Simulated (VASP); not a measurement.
# TaN (P6/mmm) in VASP: a series of runs

The runs below take TaN through single point, relaxation of shape and atoms at fixed volume, with RPBE+D4, PBEsol, PBEsol+D3(BJ).

All numbers are computed with VASP 6.6.1; they aren't measurements. Logs are shortened: lines on timing, memory, paths and dates and some standing lists are left out, and cuts for length are marked.

**1. The cell of the first run**

Symmetry: P6/mmm, No. 191, hexagonal system. Conventional cell: a = 5.274 Å, b = 5.274 Å, c = 2.920 Å, α = 90.00°, β = 90.00°, γ = 120.00°. Ta (site symmetry 6/mmm) has 6 N at 2.64 Å and 14 Ta at 2.92 to 3.38 Å within 3.5 Å. Within 2.8 Å of Ta (site symmetry -6m2) lie 6 N at 2.11 Å. Within 2.8 Å of N (site symmetry mmm) lie 6 Ta at 2.11 to 2.64 Å and 4 N at 2.64 Å.

**2. Single point, RPBE+D4, collinear spin (11.72 Å³/atom)**

File INCAR:

```
ALGO = Normal
EDIFF = 1E-6
ENCUT = 520
GGA = RP
ISIF = 2
ISMEAR = 0
ISPIN = 2
IVDW = 13
LASPH = True
LCHARG = False
LMAXMIX = 4
LORBIT = 11
LREAL = False
LWAVE = False
MAGMOM = 0.05 -0.05 -0.05 0 0 0
NBANDS = 37
NELM = 150
PREC = Accurate
SIGMA = 0.05
```

File KPOINTS:

```
k-points
0
Gamma
  6 6 8
```

File POSCAR:

```
TaN
1.0
    5.2738672039      0.0000000000      0.0000000000
   -2.6369336020      4.5673029747      0.0000000000
    0.0000000000      0.0000000000      2.9202984606
Ta N
3 3
Direct
    0.0000000000      0.0000000000      0.0000000000
    0.3333333333      0.6666666667      0.5000000000
    0.6666666667      0.3333333333      0.5000000000
    0.5000000000      0.0000000000      0.0000000000
    0.5000000000      0.5000000000      0.0000000000
    0.0000000000      0.5000000000      0.0000000000
```

Potentials or basis: VASP PAW PBE potentials, release 64 (Ta_pv, N).

Run with:

```
> cat potpaw_PBE.64/Ta_pv/POTCAR potpaw_PBE.64/N/POTCAR > POTCAR
> mpirun -np 1 vasp_std > vasp.out
```

OUTCAR:

```text
EDIFF = 1E-6
   ENCUT = 520
   GGA = RP
   ISIF = 2
   ISMEAR = 0
   ISPIN = 2
   IVDW = 13
   LASPH = True
   LORBIT = 11
   LREAL = False
   NELM = 150
   PREC = Accurate

 ion  position               nearest neighbor table
   1  0.000  0.000  0.000-   5 2.64   5 2.64   6 2.64   6 2.64   4 2.64   4 2.64   3 3.38   3 3.38
                             2 3.38   2 3.38   2 3.38   3 3.38   2 3.38   3 3.38   2 3.38   3 3.38
   2  0.333  0.667  0.500-   4 2.11   4 2.11   6 2.11   6 2.11   5 2.11   5 2.11   3 3.04   3 3.04
                             3 3.04   1 3.38   1 3.38   1 3.38   1 3.38   1 3.38   1 3.38
   3  0.667  0.333  0.500-   4 2.11   4 2.11   6 2.11   6 2.11   5 2.11   5 2.11   2 3.04   2 3.04
                             2 3.04   1 3.38   1 3.38   1 3.38   1 3.38   1 3.38   1 3.38
   4  0.500  0.000  0.000-   2 2.11   3 2.11   2 2.11   3 2.11   1 2.64   1 2.64
   5  0.500  0.500  0.000-   2 2.11   3 2.11   2 2.11   3 2.11   1 2.64   1 2.64
   6  0.000  0.500  0.000-   2 2.11   3 2.11   2 2.11   3 2.11   1 2.64   1 2.64

  LATTYP: Found a hexagonal cell.
 ALAT       =     5.2738672039
 C/A-ratio  =     0.5537299950

  Lattice vectors:

 A1 = (   5.2738672039,   0.0000000000,   0.0000000000)
 A2 = (  -2.6369336020,   4.5673029747,   0.0000000000)
 A3 = (   0.0000000000,   0.0000000000,   2.9202984606)

Analysis of symmetry for initial positions (statically):
=====================================================================
 Subroutine PRICEL returns:
 Original cell was already a primitive cell.

 Routine SETGRP: Setting up the symmetry group for a
 hexagonal supercell.

 Subroutine GETGRP returns: Found 24 space group operations
 (whereof 24 operations were pure point group operations)
 out of a pool of 24 trial point group operations.

The static configuration has the point symmetry D_6h.

Analysis of symmetry for dynamics (positions and initial velocities):
=====================================================================
 Subroutine PRICEL returns:
 Original cell was already a primitive cell.

 Routine SETGRP: Setting up the symmetry group for a
 hexagonal supercell.

 Subroutine GETGRP returns: Found 24 space group operations
 (whereof 24 operations were pure point group operations)
 out of a pool of 24 trial point group operations.

The dynamic configuration has the point symmetry D_6h.

Analysis of structural, dynamic, and magnetic symmetry:
=====================================================================
 Subroutine PRICEL returns:
 Original cell was already a primitive cell.

 Routine SETGRP: Setting up the symmetry group for a
 hexagonal supercell.

 Subroutine GETGRP returns: Found 24 space group operations
 (whereof 24 operations were pure point group operations)
 out of a pool of 24 trial point group operations.

The overall configuration has the point symmetry D_6h.

 Subroutine INISYM returns: Found 24 space group operations
 (whereof 24 operations are pure point group operations),
 and found     1 'primitive' translations

----------------------------------------------------------------------------------------

                                     Primitive cell

  volume of cell :      70.3422

  direct lattice vectors                    reciprocal lattice vectors
     5.273867204  0.000000000  0.000000000     0.189614179  0.109473797  0.000000000
    -2.636933602  4.567302975  0.000000000     0.000000000  0.218947595  0.000000000
     0.000000000  0.000000000  2.920298461     0.000000000  0.000000000  0.342430753

  length of vectors
     5.273867204  5.273867204  2.920298461     0.218947595  0.218947595  0.342430753

  position of ions in fractional coordinates (direct lattice)
     0.000000000  0.000000000  0.000000000
     0.333333333  0.666666667  0.500000000
     0.666666667  0.333333333  0.500000000
     0.500000000  0.000000000  0.000000000
     0.500000000  0.500000000  0.000000000
     0.000000000  0.500000000  0.000000000

  ion indices of the primitive-cell ions
   primitive index   ion index
                 1           1
                 2           2
[... 55 lines left out ...]
  0.166667 -0.000000  0.375000     12.000000
  0.333333  0.000000  0.375000     12.000000
 [... further k-points ...]
   k-points           NKPTS =     35   k-points in BZ     NKDIM =     35   number of bands    NBANDS=     37
   number of dos      NEDOS =    301   number of ions     NIONS =      6
   total plane-waves  NPLWV =  38400
   dimension x,y,z NGX =    40 NGY =   40 NGZ =   24
   dimension x,y,z NGXF=    80 NGYF=   80 NGZF=   48
   ions per type =               3   3
   NGX,Y,Z   is equivalent  to a cutoff of  12.61, 12.61, 13.66 a.u.
   NGXF,Y,Z  is equivalent  to a cutoff of  25.22, 25.22, 27.33 a.u.
 SYSTEM =  unknown system
   PREC   = accura    normal or accurate (medium, high low for compatibility)
   ISTART =      0    job   : 0-new  1-cont  2-samecut
   ICHARG =      2    charge: 1-file 2-atom 10-const
   ISPIN  =      2    spin polarized calculation?
   LNONCOLLINEAR =      F non collinear calculations
   LSORBIT =      F    spin-orbit coupling
   LASPH  =      T    aspherical Exc in radial PAW
   ENCUT  =  520.0 eV  38.22 Ry    6.18 a.u.   9.81  9.81  5.43*2*pi/ulx,y,z
   NELM   =    150;   NELMIN=  2; NELMDL= -5     # of ELM steps
   EDIFF  = 0.1E-05   stopping-criterion for ELM
   LREAL  =      F    real-space projection
   EDIFFG = 0.1E-04   stopping-criterion for IOM
   NSW    =      0    number of steps for IOM
   IBRION =     -1    ionic relax: 0-MD 1-quasi-New 2-CG
   NFREE  =      0    steps in history (QN), initial steepest desc. (CG)
   ISIF   =      2    stress and relaxation
   ISYM   =      2    0-nonsym 1-usesym 2-fastsym
   POTIM  = 0.5000    time-step for ionic-motion
   TEBEG  =    0.0;   TEEND  =   0.0 temperature during run
   PSTRESS=    0.0 pullay stress
   NELECT =      48.0000    total number of electrons
   NUPDOWN=      -1.0000    fix difference up-down
   EMIN   =  10.00;   EMAX   =-10.00  energy-range for DOS
   EFERMI =   0.00;   METHOD = LEGACY
   ISMEAR =     0;   SIGMA  =   0.05  broadening in eV -4-tet -1-fermi 0-gaus
   EFERMI_NEDOS =   21; number of points for ismear=-14 and -15
   IALGO  =     38    algorithm
   IMIX   =      4    mixing-type and parameters
     AMIX     =   0.40;   BMIX     =  1.00
     AMIX_MAG =   1.60;   BMIX_MAG =  1.00
  volume/ion in A,a.u.               =      11.72        79.12
  Fermi-wavevector in a.u.,A,eV,Ry     =   1.441285  2.723633 28.263410  2.077302
  Thomas-Fermi vector in A             =   2.559934
   LORBIT       =     11    0 simple, 1 ext, 2 COOP (PROOUT), +10 PAW based schemes
   GGA     = RP    functional components
   LHFCALC =     F    Hartree Fock is set to
   AEXX    =    0.0000 exact exchange contribution
   IVDW    =    13    specifies the selected vdW correction
   LEPSILON=     F    determine dielectric tensor
   LRPA    =     F    only Hartree local field effects (RPA)
 spin polarized calculation
 Gauss-broadening in eV      SIGMA  =   0.05
  energy-cutoff  :      520.00
  volume of cell :       70.34
 maximum number of plane-waves:      1914
 NGX is ok and might be reduce to    40
   NGX = 19   NGY = 19   NGZ = 11

 number of electron      48.0000004 magnetization      -0.0000320

 number of electron      48.0000004 magnetization       0.0000126

 Free energy of the ion-electron system (eV)
  ---------------------------------------------------
  ext. energy  EPLUGINS =         0.00000000
  ---------------------------------------------------
  free energy    TOTEN  =       -61.77805499 eV

  energy without entropy =      -61.77502796  energy(sigma->0) =      -61.77654147

 E-fermi :   7.9679     XC(G=0): -12.7765

 val. band max:        7.7813424701   @ k =   0.0000   0.0000   0.2500
 cond. band min:       7.9680701944   @ k =   0.1667  -0.0000   0.2500
 fundamental gap:      0.1867277242
 Fermi energy:         7.9678624135

 spin component 1

 k-point     1 :       0.0000    0.0000    0.0000
  band No.  band energies     occupation
      1     -28.3463      1.00000
      2     -28.3463      1.00000
      3     -27.9990      1.00000
      4     -27.9990      1.00000
      5     -27.7735      1.00000
      6     -27.6624      1.00000
[... 925 lines left out ...]
     35      13.4371      0.00000
     36      14.3151      0.00000

 [... further k-points ...]

 spin component 2

 k-point     1 :       0.0000    0.0000    0.0000
  band No.  band energies     occupation
      1     -28.3462      1.00000
      2     -28.3462      1.00000
      3     -27.9990      1.00000
      4     -27.9990      1.00000
      5     -27.7734      1.00000
      6     -27.6623      1.00000
[... 925 lines left out ...]
     35      13.4371      0.00000
     36      14.3151      0.00000

 [... further k-points ...]

 [bands above 36 left out]

------------------------ aborting loop because EDIFF is reached ----------------------------------------

  DFT-D4 for vdW energy calculation

  Edisp (eV):   -3.44160

  FORCE on cell =-STRESS in cart. coord.  units (eV):
  Direction    XX          YY          ZZ          XY          YZ          ZX
  --------------------------------------------------------------------------------------
  -------------------------------------------------------------------------------------
  Total      -2.08434    -2.08434    -2.04573     0.00000     0.00000     0.00000
  in kB     -47.47477   -47.47477   -46.59539     0.00000     0.00000     0.00000
  external pressure =      -47.18 kB  Pullay stress =        0.00 kB

 VOLUME and BASIS-vectors are now :
 -----------------------------------------------------------------------------
  energy-cutoff  :      520.00
  volume of cell :       70.34
      direct lattice vectors                 reciprocal lattice vectors
     5.273867204  0.000000000  0.000000000     0.189614179  0.109473797  0.000000000
    -2.636933602  4.567302975  0.000000000     0.000000000  0.218947595  0.000000000
     0.000000000  0.000000000  2.920298461     0.000000000  0.000000000  0.342430753

 POSITION                                       TOTAL-FORCE (eV/Angst)
 -----------------------------------------------------------------------------------
      0.00000      0.00000      0.00000        -0.000000      0.000000      0.000000
     -0.00000      3.04487      1.46015         0.000000      0.000000      0.000000
      2.63693      1.52243      1.46015        -0.000000      0.000000      0.000000
      2.63693      0.00000      0.00000        -0.000000      0.000000      0.000000
      1.31847      2.28365      0.00000        -0.000000      0.000000      0.000000
     -1.31847      2.28365      0.00000        -0.000000      0.000000      0.000000
 -----------------------------------------------------------------------------------
    total drift:                               -0.000000      0.000000     -0.000000

  FREE ENERGIE OF THE ION-ELECTRON SYSTEM (eV)
  ---------------------------------------------------
  free  energy   TOTEN  =       -65.2196594481 eV

  energy  without entropy=      -65.2166324162  energy(sigma->0) =      -65.21814593

 total charge

# of ion       s       p       d       tot
------------------------------------------
    1        0.268   6.103   2.220   8.591
    2        0.315   6.290   2.356   8.961
    3        0.315   6.290   2.356   8.961
    4        1.255   2.537   0.000   3.792
    5        1.255   2.537   0.000   3.792
    6        1.255   2.537   0.000   3.792
--------------------------------------------------
tot          4.665  26.294   6.931  37.890

 magnetization (x)

# of ion       s       p       d       tot
------------------------------------------
    1       -0.000  -0.000  -0.000  -0.000
    2       -0.000   0.000   0.000   0.000
    3       -0.000   0.000   0.000   0.000
    4        0.000  -0.000   0.000  -0.000
    5        0.000  -0.000   0.000  -0.000
    6        0.000  -0.000   0.000  -0.000
--------------------------------------------------
tot         -0.000  -0.000  -0.000  -0.000
```

Run time: 4.7 min. Hardware: 1 thread of Intel Xeon 8259CL, shared host; peak memory 0.3 GiB.

Results:

- Free energy: -65.2197 eV
- Pressure: -4.7 GPa
- Band gap on the k mesh: zero (filled and empty bands overlap)
- Net moment: 0.00 μB per cell
- Valence electrons inside the program's atomic spheres: Ta 8.59, 8.96 (each value once); N 3.79
- Dispersion energy per atom: -0.574 eV

Caveat: the cell stands under tension; the PAW data sets were made with another functional, which shifts forces and pressure a little; spin-orbit coupling is left out, which moves the levels of the heavy elements.

[end of part 1 of 4]
